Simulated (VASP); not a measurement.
Here is a VASP 6.6.1 calculation.

The input INCAR:

```
SYSTEM = P
PREC     = Accurate       ! precision mode
ENCUT    = 600            ! plane-wave cutoff, eV
EDIFF    = 1E-6           ! SCF threshold, eV
ISMEAR   = -1             ! smearing method
SIGMA    = 0.08           ! smearing width, eV
LREAL    = .False.        ! projectors in reciprocal space
LASPH    = .True.         ! aspherical terms in the spheres
NELM     = 60             ! most SCF steps
ALGO     = Normal         ! electronic algorithm
ISIF     = 3              ! what is computed and relaxed
LWAVE    = .False.        ! write WAVECAR
LCHARG   = .False.        ! write CHGCAR
GGA      = PE             ! functional
IBRION   = 2              ! ionic algorithm
NSW      = 60             ! ionic steps
EDIFFG   = -0.005         ! ionic threshold
PSTRESS  = 4500.0
```

Contents of KPOINTS:

```
Automatic mesh
0
Gamma
  21 21 12
  0 0 0
```

The input POSCAR:

```
P
1.0
    2.0497265168      0.0000000000      0.0000000000
   -1.0248632584      1.7751152343      0.0000000000
    0.0000000000      0.0000000000      3.3205569571
P
2
Direct
    0.3333333333      0.6666666667      0.2500000000
    0.6666666667      0.3333333333      0.7500000000
```

Potentials or basis: VASP PAW PBE potentials, release 64 (P).

Command:

```console
$ cat potpaw_PBE.64/P/POTCAR > POTCAR
$ mpirun -np 1 vasp_std > vasp.out
```

Problem. Predict the space group after relaxing (to 0.1 Å).

Solution. P6_3/mmc (No. 194).

Problem. Predict the relaxed volume.

Solution. 5.97 Å³/atom.

Problem. What does it give for the band gap on the k mesh?

Solution. Zero (bands 5 and 6 overlap by 21.51 eV).

Problem. Estimate the relaxed cell.

Solution. a = 2.030 Å, b = 2.030 Å, c = 3.346 Å, α = 90.00°, β = 90.00°, γ = 120.00°.

The path:
```
step  energy change (eV)  largest force (eV/Å)  pressure (GPa)  volume (Å³)
   1              0.0000                0.0000          434.96        12.08
   2              3.0141                0.0000          567.58        11.11
   3              0.4425                0.0000          453.89        11.92
   4              0.4841                0.0000          455.68        11.90
   5              0.1865                0.0000          439.39        12.01
   6              0.3871                0.0000          450.59        11.94
   7              0.3889                0.0000          450.68        11.94
   8              0.3106                0.0000          447.34        11.97
   9              0.3752                0.0000          450.09        11.94
  10              0.3749                0.0000          450.09        11.94
  11              0.3701                0.0000          449.85        11.94
  12              0.3728                0.0000          449.98        11.94
```

Caveat: the cell is relaxed towards a set pressure, so the run minimises the enthalpy, not the energy.
